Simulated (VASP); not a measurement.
Runs of VASP 6.6.1 on BaTe. The structure is that of space group Fm-3m (No. 225), or close to it. The cells are those of the table. 

```tsv
cell	gap on the mesh (eV)	pressure (GPa)
a = 5.019, b = 5.019, c = 4.999 Å, angles 59.9, 59.9, 90.0°, 2 atoms	1.93	0.1
a = 4.894, b = 4.894, c = 4.958 Å, angles 60.4, 60.4, 90.0°, 2 atoms	1.83	1.6
a = 4.944, b = 4.944, c = 4.984 Å, angles 60.3, 60.3, 90.0°, 2 atoms	1.89	0.8
a = 4.894, b = 4.894, c = 4.975 Å, angles 60.5, 60.5, 90.0°, 2 atoms	(a)	(c)
a = 4.994 Å, angles 60.0, 60.0, 90.0°, 2 atoms	1.93	(b)
a = 5.044, b = 5.044, c = 5.011 Å, angles 59.8, 59.8, 90.0°, 2 atoms	1.94	-0.2
a = 5.019, b = 5.019, c = 5.003 Å, angles 59.9, 59.9, 90.0°, 2 atoms	1.93	0.1
```

Alike in all rows: task single point; level r2SCAN; potentials or basis VASP PAW PBE potentials, release 64 (Ba_sv, Te); no spin polarisation; k mesh 6 × 6 × 6; cutoff (eV) 520; smearing gaussian 0.01 eV.

Estimate the missing entries.

(a) 1.84; (b) 0.3; (c) 1.4.

Caveats: the PAW data sets were made with another functional, which shifts forces and pressure a little; spin-orbit coupling is left out, which moves the levels of the heavy elements.

A k mesh can miss the band edges, and the runs leave out spin-orbit coupling on Ba, Te.
